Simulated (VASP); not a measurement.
SiC (Moissanite 3C):

```
Si C
1.0
     0.00000    2.20767    2.20767
     2.20767    0.00000    2.20767
     2.20767    2.20767    0.00000
Si C
1 1
Direct
  0.00000 0.00000 0.00000
  0.75000 0.75000 0.75000
```

Base run:

| Quantity | Value |
| --- | --- |
| Program | VASP 6.6.1 |
| Functional | PBE |
| Potentials or basis | VASP PAW PBE potentials, release 64 (Si, C) |
| Cutoff | 520 eV |
| k mesh | 10 × 10 × 10 |
| Occupations | fermi-dirac, width 0.05 eV |
| Spin | no spin polarisation |

Its results: band gap on the k mesh 1.39 eV, indirect (least direct gap 4.50 eV); pressure -5.0 GPa.

**Question.** After a change of settings the same cell gave: band gap on the k mesh 1.72 eV, indirect (least direct gap 4.98 eV); pressure -9.4 GPa. Which change was it?
A. functional from PBE to BLYP; cutoff from 520 eV to 600 eV; dispersion from none to D4
B. functional from PBE to r2SCAN; cutoff from 520 eV to 660 eV; dispersion from none to rVV10
C. functional from PBE to revPBE; cutoff from 520 eV to 600 eV; dispersion from none to D3(BJ)
D. functional from PBE to RPBE; cutoff from 520 eV to 600 eV

**Answer.** B.

Caveats: the PAW data sets were made with another functional, which shifts forces and pressure a little (some runs).
